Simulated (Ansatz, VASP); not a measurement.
Pt: VASP beside Ansatz

File INCAR:

```
SYSTEM = Pt
  ALGO = Fast
  EDIFF = 1E-6
  ENCUT = 520
  GGA = PE
  ISIF = 2
  ISMEAR = 0
  LASPH = .TRUE.
  LCHARG = .FALSE.
  LREAL = .FALSE.
  LWAVE = .FALSE.
  NBANDS = 11
  NELM = 80
  PREC = Accurate
  SIGMA = 0.15
```

KPOINTS

```
k-points
0
G
  22 22 22
  0 0 0
```

POSCAR

```
Pt
1.0
    0.0000000000      2.1151265225      1.9579726218
    2.1151265225      0.0000000000      1.9579726218
    2.1151265225      2.1151265225      0.0000000000
Pt
1
Direct
    0.0000000000      0.0000000000      0.0000000000
```

Input for Ansatz:

```yaml
crystal:
  lattice:
    - [0.0, 2.1151265225, 1.9579726218]
    - [2.1151265225, 0.0, 1.9579726218]
    - [2.1151265225, 2.1151265225, 0.0]
  atoms:
    - { symbol: Pt, position: [0.0, 0.0, 0.0] }
basis:
  ecutwfc: 420
kpoints:
  mp_grid: { grid: [22, 22, 22] }
hamiltonian:
  xc: pbe
  pseudopotentials: { kind: paw, azcp: { folder: soft_1 } }
scf:
  occupations: { method: gaussian, width: 0.15 }
output:
  forces: true
  stress: true
  eigenvalues: true
```

Alike in both runs: task single point; functional PBE; k mesh 22 × 22 × 22; occupations gaussian, width 0.15 eV; no spin polarisation.

|  | VASP | Ansatz |
| --- | --- | --- |
| version | VASP 6.6.1 | Ansatz 0.2.0 |
| potentials or method | VASP PAW PBE potentials, release 64 (Pt), cutoff 520 eV | scalar-relativistic, plane waves, PAW |
| valence electrons in the cell | 10 | 18 |

```tsv
	VASP	Ansatz	Ansatz less VASP
gap on the k mesh at the Fermi level (eV)	none	none	-
pressure (GPa)	-20.4	-20.2	+0.24
traceless stress, the component that is largest in VASP (GPa)	1.90	1.91	+0.010
```

A gap of «none» marks a metal or a gap that the smearing closes. The functional is the same, so the differences come from potentials, cutoffs and numerics. VASP's potentials hold 10 valence electrons a cell and Ansatz's 18, so a difference there can come from the potentials and not from the codes.

Neither program's run includes spin-orbit coupling.
